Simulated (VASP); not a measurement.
A run of VASP 6.6.1:

Contents of POSCAR:

```
C
1.0
    2.2502352392      0.0000000000      0.0000000000
   -1.1251176196      1.9487608816      0.0000000000
    0.0000000000      0.0000000000      8.3972704978
C
4
Direct
    0.0000000000      0.0000000000      0.0025000000
    0.0000000000      0.0000000000      0.5025000000
    0.3333333333      0.6666666667      0.0025000000
    0.6666666667      0.3333333333      0.5025000000
```

The input INCAR.step1:

```
  PREC = Accurate
  ENCUT = 520
  ISMEAR = 0
  SIGMA = 0.15
  LREAL = F
  LASPH = T
  NELM = 100
  NBANDS = 16
  GGA = PE
  ALGO = Normal
  EDIFF = 1E-4
  LWAVE = T
  LCHARG = F
```

File INCAR.step2:

```
  PREC = Accurate
  ENCUT = 520
  EDIFF = 1E-7
  ISMEAR = 0
  SIGMA = 0.15
  LREAL = F
  LASPH = T
  NELM = 100
  ALGO = Normal
  ISIF = 2
  LWAVE = F
  LCHARG = T
  METAGGA = R2SCAN
  LMIXTAU = T
  LELF = T
  LVHAR = T
  NBANDS = 16
  ISTART = 1
```

File KPOINTS:

```
regular mesh
0
Gamma
  24 24 8
```

Potentials or basis: VASP PAW PBE potentials, release 64 (C).

Run with:

```sh
$ cat potpaw_PBE.64/C/POTCAR > POTCAR
$ cp INCAR.step1 INCAR
$ mpirun -np 1 vasp_std > vasp.out
$ cp INCAR.step2 INCAR
$ mpirun -np 1 vasp_std > vasp.out
```

Hardware: 1 thread of AMD EPYC 9R45 96-Core Processor (Zen 5) (shared host).

Problem. How long does it take, and how much memory?

Solution. It took 6.6 min on 1 thread of AMD EPYC 9R45 96-Core Processor (Zen 5) (shared host), peak memory 0.22 GiB. Counts: k points 305.
